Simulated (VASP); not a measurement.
Zr3H, 4 atoms in the cell. Symmetry: Pm-3m, No. 221, cubic system. Conventional cell: a = 3.770 Å, b = 3.770 Å, c = 3.770 Å, α = 90.00°, β = 90.00°, γ = 90.00°. Within 3.5 Å of Zr (site symmetry 4/mmm) lie 8 Zr at 2.67 Å and 4 H at 2.67 Å. Within 3.5 Å of H (site symmetry m-3m) lie 12 Zr at 2.67 Å. 

```yaml
Program: VASP 6.6.1
Task: relaxation of cell and atoms
Functional: PBE
Potentials_or_basis: VASP PAW PBE potentials, release 64 (Zr_sv, H)
Cutoff: 600 eV
k_mesh: 4 × 4 × 4
Occupations: gaussian, width 0.1 eV
Spin: no spin polarisation
Dipole_correction: no
Further_INCAR_settings: ALGO = Normal; EDIFF = 1e-06; IBRION = 2; EDIFFG = -0.04; NSW = 90; ISIF = 3
```

Potentials or basis: VASP PAW PBE potentials, release 64 (Zr_sv, H).

Launch:

```console
$ cat potpaw_PBE.64/Zr_sv/POTCAR potpaw_PBE.64/H/POTCAR > POTCAR
$ mpirun -np 1 vasp_std > vasp.out
```

Hardware: 1 thread of Oxide Virtual Turin-like Processor, on a shared host.

Question: Estimate the wall time of this run.

Answer: It took 92 s on 1 thread of Oxide Virtual Turin-like Processor, on a shared host, peak memory 0.13 GiB. Counts: scf iterations 42, k points 10, ion steps 4.
